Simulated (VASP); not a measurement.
Here is a VASP 6.6.1 calculation.

The input POSCAR:

```
P
1.0
    4.6275012813      0.0000000000      0.0000000000
    0.0000000000      3.4235422537      0.0000000000
    0.0000000000      0.0000000000     27.8195791164
P
4
Direct
    0.0929787652      0.0000000000      0.3787385399
    0.4070212348      0.5000000000      0.3787385399
    0.5929787652      0.5000000000      0.3042336906
    0.9070212348      0.0000000000      0.3042336906
```

Contents of INCAR.step1:

```
SYSTEM = P
PREC = Accurate
ENCUT = 520
ISMEAR = 0
SIGMA = 0.01
LREAL = .FALSE.
LASPH = .TRUE.
NELM = 60
LDIPOL = .TRUE.
IDIPOL = 3
DIPOL = 0.5 0.5 0.341
NBANDS = 18
GGA = PE
ALGO = Normal
EDIFF = 1E-4
LWAVE = .TRUE.
LCHARG = .FALSE.
```

INCAR.step2

```
SYSTEM = P
PREC = Accurate
ENCUT = 520
EDIFF = 1E-7
ISMEAR = 0
SIGMA = 0.01
LREAL = .FALSE.
LASPH = .TRUE.
NELM = 60
ALGO = Normal
ISIF = 2
LWAVE = .FALSE.
LCHARG = .TRUE.
LDIPOL = .TRUE.
IDIPOL = 3
DIPOL = 0.5 0.5 0.341
METAGGA = R2SCAN
LMIXTAU = .TRUE.
LELF = .TRUE.
LVHAR = .TRUE.
LVACPOTAV = .TRUE.
NBANDS = 18
ISTART = 1
```

KPOINTS

```
Automatic mesh
0
G
  6 8 1
  0 0 0
```

Potentials or basis: VASP PAW PBE potentials, release 64 (P).

The run is started by

```console
$ cat potpaw_PBE.64/P/POTCAR > POTCAR
$ cp INCAR.step1 INCAR
$ mpirun -np 1 vasp_std > vasp.out
$ cp INCAR.step2 INCAR
$ mpirun -np 1 vasp_std > vasp.out
```

**Question.** Predict the largest force.

**Answer.** 0.078 eV/Å.

**Question.** What does it give for the band gap on the k mesh?

**Answer.** 1.32 eV.

**Question.** What does it give for the ionisation potential of the upper face?

**Answer.** 5.23 eV.

Forces on the atoms (eV/Å):
```
P    0.052  0.000 -0.058
P   -0.052  0.000 -0.058
P    0.052  0.000  0.058
P   -0.052  0.000  0.058
```

Caveat: the cell differs from its parent crystal (uniaxial y strain +4.0%); the PAW data sets were made with another functional, which shifts forces and pressure a little.
